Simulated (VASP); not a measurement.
# NaCl (R-3m) in VASP: further runs, part 2 of 2

VASP 6.6.1.

## 3. Electric field gradients, PBE (equal xy, yz and zx shear strains of +1 %)

INCAR reads:

```
SYSTEM = NaCl
ALGO = Normal ; EDIFF = 1E-8
ENCUT = 400 ; GGA = PE
GGA_COMPAT = .FALSE. ; ISIF = 2
ISMEAR = -1 ; LASPH = .TRUE.
LCHARG = .FALSE. ; LEFG = .TRUE.
LREAL = .FALSE. ; LWAVE = .FALSE.
NBANDS = 14 ; NELM = 120
PREC = Accurate ; SIGMA = 0.02
```

KPOINTS reads:

```
k-points
0
G
  8 8 8
  0 0 0
```

POSCAR reads:

```
NaCl
1.0
    2.8600000000      0.0143000000      0.0143000000
    0.0143000000      2.8600000000      0.0143000000
    0.0143000000      0.0143000000      2.8600000000
Na Cl
1 1
Direct
    0.0000000000      0.0000000000      0.0000000000
    0.5000000000      0.5000000000      0.5000000000
```

Potentials or basis: VASP PAW PBE potentials, release 64 (Na_pv, Cl).

Run with:

```sh
$ cat potpaw_PBE.64/Na_pv/POTCAR potpaw_PBE.64/Cl/POTCAR > POTCAR
$ mpirun -np 1 vasp_std > vasp.out
```

OUTCAR:

```text
SYSTEM = NaCl
   EDIFF = 1E-8
   ENCUT = 400
   GGA = PE
   ISIF = 2
   ISMEAR = -1
   LASPH = .TRUE.
   LREAL = .FALSE.
   NELM = 120
   PREC = Accurate

 ion  position               nearest neighbor table
   1  0.000  0.000  0.000-   2 2.47   2 2.47   2 2.47   2 2.47   2 2.47   2 2.47   2 2.50   2 2.50

   2  0.500  0.500  0.500-   1 2.47   1 2.47   1 2.47   1 2.47   1 2.47   1 2.47   1 2.50   1 2.50

  LATTYP: Found a trigonal (rhomboedric) cell.
 ALAT       =     2.8600714991
 COS(alpha) =     0.0100244988

  Lattice vectors:

 A1 = (   2.8600000000,   0.0143000000,   0.0143000000)
 A2 = (   0.0143000000,   2.8600000000,   0.0143000000)
 A3 = (   0.0143000000,   0.0143000000,   2.8600000000)

Analysis of symmetry for initial positions (statically):
=====================================================================
 Subroutine PRICEL returns:
 Original cell was already a primitive cell.

 Routine SETGRP: Setting up the symmetry group for a
 trigonal (rhombohedral) supercell.

 Subroutine GETGRP returns: Found 12 space group operations
 (whereof 12 operations were pure point group operations)
 out of a pool of 12 trial point group operations.

The static configuration has the point symmetry D_3d.

Analysis of symmetry for dynamics (positions and initial velocities):
=====================================================================
 Subroutine PRICEL returns:
 Original cell was already a primitive cell.

 Routine SETGRP: Setting up the symmetry group for a
 trigonal (rhombohedral) supercell.

[... 167 lines left out ...]
      8      13.4893      0.00000
      9      13.4893      0.00000
     10      14.2513      0.00000
     11      24.5748      0.00000
     12      24.5748      0.00000
     13      24.7484      0.00000
     14      29.0416      0.00000
[... 377 lines left out ...]
      1     -16.2199      2.00000
      2     -15.9057      2.00000
      3     -15.8935      2.00000
      4      -8.5923      2.00000
      5       0.9398      2.00000
      6       5.0449      2.00000
      7       5.1974      2.00000
      8      16.6113      0.00000
      9      16.8010      0.00000
     10      17.5200      0.00000
     11      18.1480      0.00000
     12      22.4646      0.00000
     13      23.0168      0.00000
     14      25.3929      0.00000

 [... further k-points ...]
[... 5 lines left out ...]
  --------------------------------------------------------------------------------------
  -------------------------------------------------------------------------------------
  Total        9.4774613      9.4774613      9.4774613     -0.1017605     -0.1017605     -0.1017605
  in kB      649.1378986    649.1378986    649.1378986     -6.9698631     -6.9698631     -6.9698631
  external PRESSURE =     649.1378986 kB  Pullay stress =       0.0000000 kB

 VOLUME and BASIS-vectors are now :
 -----------------------------------------------------------------------------
  energy-cutoff  :      400.00
  volume of cell :       23.39
      direct lattice vectors                 reciprocal lattice vectors
     2.860000000  0.014300000  0.014300000     0.349667746 -0.001739641 -0.001739641
     0.014300000  2.860000000  0.014300000    -0.001739641  0.349667746 -0.001739641
     0.014300000  0.014300000  2.860000000    -0.001739641 -0.001739641  0.349667746

 POSITION                                       TOTAL-FORCE (eV/Angst)
 -----------------------------------------------------------------------------------
      0.00000      0.00000      0.00000        -0.000000      0.000000      0.000000
      1.44430      1.44430      1.44430         0.000000     -0.000000      0.000000
 -----------------------------------------------------------------------------------
    total drift:                                0.000000      0.000000      0.000000

  FREE ENERGIE OF THE ION-ELECTRON SYSTEM (eV)
  ---------------------------------------------------
  free  energy   TOTEN  =        -4.1952966195 eV

  energy  without entropy=       -4.1952966195  energy(sigma->0) =       -4.19529662

 Electric field gradients (V/A^2)
---------------------------------------------------------------------
 ion       V_xx      V_yy      V_zz      V_xy      V_xz      V_yz
---------------------------------------------------------------------
   1      -0.000    -0.000     0.000     1.073     1.073     1.073
   2      -0.000    -0.000    -0.000     0.330     0.330     0.330
---------------------------------------------------------------------

 Electric field gradients after diagonalization (V/A^2)
 (convention: |V_zz| > |V_xx| > |V_yy|)
----------------------------------------------------------------------
 ion       V_xx      V_yy      V_zz     asymmetry (V_yy - V_xx)/ V_zz
----------------------------------------------------------------------
   1      -1.073    -1.073     2.146       0.000
   2      -0.330    -0.330     0.661       0.000
----------------------------------------------------------------------

           NMR quadrupolar parameters

 Cq : quadrupolar parameter    Cq=e*Q*V_zz/h
 eta: asymmetry parameters     (V_yy - V_xx)/ V_zz
 Q  : nuclear electric quadrupole moment in mb (millibarn)
----------------------------------------------------------------------
 ion       Cq(MHz)       eta       Q (mb)
----------------------------------------------------------------------
   1       0.005       0.000       1.000
   2       0.002       0.000       1.000
----------------------------------------------------------------------
```

OSZICAR:

```text
N       E                     dE             d eps       ncg     rms          rms(c)
DAV:   1     0.920022571056E+02    0.92002E+02   -0.62290E+03  1916   0.103E+03
DAV:   2    -0.846019490821E-01   -0.92087E+02   -0.85203E+02  2122   0.288E+02
DAV:   3    -0.446485665792E+01   -0.43803E+01   -0.43648E+01  2246   0.576E+01
DAV:   4    -0.451028418926E+01   -0.45428E-01   -0.45419E-01  2180   0.609E+00
DAV:   5    -0.451093082303E+01   -0.64663E-03   -0.64662E-03  2330   0.743E-01    0.579E+00
DAV:   6    -0.424959012388E+01    0.26134E+00   -0.22708E-01  2572   0.574E+00    0.389E+00
DAV:   7    -0.419638807897E+01    0.53202E-01   -0.13410E-01  2494   0.378E+00    0.183E+00
DAV:   8    -0.419541617347E+01    0.97191E-03   -0.10123E-02  2084   0.111E+00    0.312E-01
DAV:   9    -0.419528507789E+01    0.13110E-03   -0.23885E-04  2394   0.268E-01    0.688E-02
DAV:  10    -0.419529476845E+01   -0.96906E-05   -0.37516E-05  2224   0.121E-01    0.208E-02
DAV:  11    -0.419529633280E+01   -0.15644E-05   -0.54220E-06  2234   0.247E-02    0.685E-03
DAV:  12    -0.419529660102E+01   -0.26822E-06   -0.38897E-07  2174   0.613E-03    0.106E-03
DAV:  13    -0.419529666161E+01   -0.60582E-07   -0.35892E-08  2282   0.152E-03    0.144E-03
DAV:  14    -0.419529662187E+01    0.39740E-07   -0.32790E-09  1670   0.468E-04    0.118E-04
DAV:  15    -0.419529661955E+01    0.23153E-08   -0.61111E-10  1258   0.215E-04
   1 F= -.41952966E+01 E0= -.41952966E+01  d E =-.623196E-13
```

stdout:

```text
POSCAR found type information on POSCAR NaCl
 POSCAR found :  2 types and       2 ions
 scaLAPACK will be used
 LDA part: xc-table for (Slater+PW92), standard interpolation
 POSCAR, INCAR and KPOINTS ok, starting setup
 FFT: planning ... GRIDC
 FFT: planning ... GRID_SOFT
 FFT: planning ... GRID
 WAVECAR not read
 entering main loop
ion   1

ion   2
```

Run time: 33 s. Hardware: 1 thread of Intel Xeon 8259CL, shared host; peak memory 0.09 GiB.

Results:

| Property | Result |
| --- | --- |
| Free energy | -4.1953 eV |
| Pressure | 64.9 GPa |
| Band gap on the k mesh | 4.42 eV |
| Largest electric field gradient by atom | Na +2.1; Cl +0.7 V/Å² |

Levels at points of the mesh, in eV from the valence-band top:
```tsv
k point	band 3	band 4	band 5	band 6	band 7	band 8	band 9	band 10	band 11	band 12
(0.00, 0.00, 0.00)	-22.70	-16.98	-1.28	-1.28	-1.22	6.68	6.68	7.44	17.77	17.77
(0.50, 0.00, 0.00)	-22.66	-15.32	-6.89	-0.82	-0.75	9.28	9.30	12.77	12.77	13.84
(0.50, 0.50, 0.00)	-22.63	-14.58	-5.38	-5.30	0.00	4.42	10.73	12.79	12.84	15.58
(0.50, 0.50, 0.50)	-22.88	-13.37	-4.83	-4.75	-4.75	6.20	6.42	6.42	17.11	23.04
```

Electric field gradients, principal values (V/Å²):
| atom | least | middle | greatest (by size) |
| --- | --- | --- | --- |
| 1 Na | -1.073 | -1.073 | 2.146 |
| 2 Cl | -0.330 | -0.330 | 0.661 |

Caveat: the cell differs from its parent crystal (equal xy, yz and zx shear strains of +1 %); the cell stands under pressure; without QUAD_EFG the Cq values of the log hold for a quadrupole moment of 1 mb, not for the nuclei.
